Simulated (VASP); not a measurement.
## Co: single point with LDA

Co:

```
Co
1.0
     2.49443    0.00000    0.00000
    -1.24722    2.16024    0.00000
     0.00000    0.00000    4.02369
Co
2
Direct
  0.66667 0.33333 0.25000
  0.33333 0.66667 0.75000
```

```
Program             : VASP 6.6.1
Task                : single point
Functional          : LDA
Potentials or basis : VASP PAW LDA potentials, release 64 (Co)
Cutoff              : 520 eV
k mesh              : 24 × 24 × 12
Occupations         : gaussian, width 0.15 eV
Spin                : collinear spin, ferromagnetic start
Starting moments    : [0.825, 0.825] μB
Fixed moment        : 1.65 μB
```

```json
{"Pressure": "-25.9 GPa", "Net moment": "1.65 μB per cell", "Site moments": "Co +0.83 μB", "Valence electrons inside the program's atomic spheres": "Co 8.28"}
```

Stress tensor (GPa, compression positive):
```
-25.40   0.00   0.00
  0.00 -25.40   0.00
  0.00   0.00 -26.76
```

It took 5.2 min on 1 thread of Oxide Virtual Turin-like Processor, on a shared host, peak memory 0.3 GiB.

Caveat: the total moment is fixed, so each spin has its own Fermi level.
